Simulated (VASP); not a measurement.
A run of VASP 6.6.1 is set up as follows.

File INCAR:

```
  PREC = Accurate
  ENCUT = 520
  EDIFF = 1E-6
  ISMEAR = -1
  SIGMA = 0.05
  LREAL = False
  LASPH = True
  NELM = 100
  ALGO = Normal
  ISIF = 2
  LWAVE = False
  LCHARG = False
  GGA = PE
  NBANDS = 12
```

File KPOINTS:

```
regular mesh
0
Gamma
  18 18 17
```

POSCAR

```
In
1.0
    2.4262735664      0.0000000000      0.0000000000
   -1.2131367832      2.1012145450      0.0000000000
    0.0000000000      0.0000000000      2.3243661442
In
1
Direct
    0.0000000000      0.0000000000      0.0000000000
```

Potentials or basis: VASP PAW PBE potentials, release 64 (In_d).

Run with:

```sh
$ cat potpaw_PBE.64/In_d/POTCAR > POTCAR
$ mpirun -np 1 vasp_std > vasp.out
```

(1) What does it give for the pressure?

(2) What does it give for the band gap on the k mesh?

Results:

(1) 280.9 GPa.

(2) zero (an odd number of electrons rules out a gap without spin polarisation).

Caveat: the cell stands under pressure; spin-orbit coupling is left out, which moves the levels of the heavy elements.
